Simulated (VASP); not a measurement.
Wanted: the native input for a VASP 6.6.1 run.

| Quantity | Value |
| --- | --- |
| Task | single point |
| Functional | PBEsol |
| Potentials or basis | VASP PAW PBE potentials, release 64 (Hf_pv) |
| Cutoff | 520 eV |
| k mesh | 14 × 14 × 14 |
| Occupations | gaussian, width 0.1 eV |
| Spin | no spin polarisation |
| Dipole correction | no |
| Further INCAR settings | ALGO = Fast; EDIFF = 1e-06; NBANDS = 11 |

The structure of Hf lies in POSCAR:

```
Hf
1.0
    0.0181374000      2.1132402000      2.2652214000
    2.3295126000      0.0494616000      2.2338972000
    2.3395692000      2.0919726000      0.0394050000
Hf
1
Direct
    0.0000000000      0.0000000000      0.0000000000
```

This cell differs from its parent crystal: strained.

These files were run (other wordings do the same):

INCAR

```
SYSTEM = Hf
ALGO = Fast
EDIFF = 1E-6
ENCUT = 520
GGA = PS
ISIF = 2
ISMEAR = 0
LASPH = .True.
LCHARG = .True.
LELF = .True.
LREAL = .False.
LVHAR = .True.
LWAVE = .False.
NBANDS = 11
NELM = 100
PREC = Accurate
SIGMA = 0.1
```

KPOINTS

```
k-points
0
Gamma
  14 14 14
  0 0 0
```

Potentials or basis: VASP PAW PBE potentials, release 64 (Hf_pv).

Launch:

```console
$ cat potpaw_PBE.64/Hf_pv/POTCAR > POTCAR
$ mpirun -np 1 vasp_std > vasp.out
```

Results of the run:

* Pressure: -0.3 GPa
* Band gap on the k mesh: zero (band 5 reaches 6.02 eV, above the bottom of band 6 at 4.05 eV)

Caveat: the cell differs from its parent crystal (strained); the PAW data sets were made with another functional, which shifts forces and pressure a little; spin-orbit coupling is left out, which moves the levels of the heavy elements.

It took 2.5 min on 1 thread of Intel(R) Xeon(R) Platinum 8488C (Sapphire Rapids), on a shared host, peak memory 0.41 GiB.
